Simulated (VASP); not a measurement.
Write the native input for VASP 6.6.1 that does the following.

| Item | Value |
| --- | --- |
| Task | single point |
| Functional | PBE |
| Potentials or basis | VASP PAW PBE potentials, release 64 (Be, Se) |
| Cutoff | 520 eV |
| k mesh | 6 × 6 × 2 |
| Occupations | gaussian, width 0.2 eV |
| Spin | no spin polarisation |
| Dipole correction | no |
| Further INCAR settings | ALGO = Normal; EDIFF = 1e-06; NBANDS = 25 |

The structure of Be4Se lies in POSCAR:

```
Be4Se
1.0
    4.2348806799      0.0000000000      0.0000000000
    0.0000000000      4.2348806799      0.0000000000
    0.0000000000      0.0000000000     10.7027175541
Be Se
8 2
Direct
    0.2527608979      0.0000000000      0.4255651925
    0.2527608979      0.0000000000      0.9255651925
    0.7472391021      0.0000000000      0.4255651925
    0.7472391021      0.0000000000      0.9255651925
    0.0000000000      0.7472391021      0.0744348075
    0.0000000000      0.7472391021      0.5744348075
    0.0000000000      0.2527608979      0.0744348075
    0.0000000000      0.2527608979      0.5744348075
    0.0000000000      0.0000000000      0.2500000000
    1.0000000000      0.0000000000      0.7500000000
```

The input as run:

INCAR

```
  PREC = Accurate
  ENCUT = 520
  EDIFF = 1E-6
  ISMEAR = 0
  SIGMA = 0.2
  LREAL = False
  LASPH = True
  NELM = 100
  ALGO = Normal
  ISIF = 2
  LWAVE = False
  LCHARG = False
  GGA = PE
  NBANDS = 25
```

KPOINTS

```
Automatic mesh
0
Gamma
  6 6 2
```

Potentials or basis: VASP PAW PBE potentials, release 64 (Be, Se).

The run is started by

```sh
$ cat potpaw_PBE.64/Be/POTCAR potpaw_PBE.64/Se/POTCAR > POTCAR
$ mpirun -np 1 vasp_std > vasp.out
```

Results of the run:

* Pressure: 0.1 GPa
* Largest force: 0.024 eV/Å
* Band gap on the k mesh: 0.22 eV

Run time: 89 s on 1 thread of Intel Xeon 6975P-C, on a shared host, peak memory 0.3 GiB.
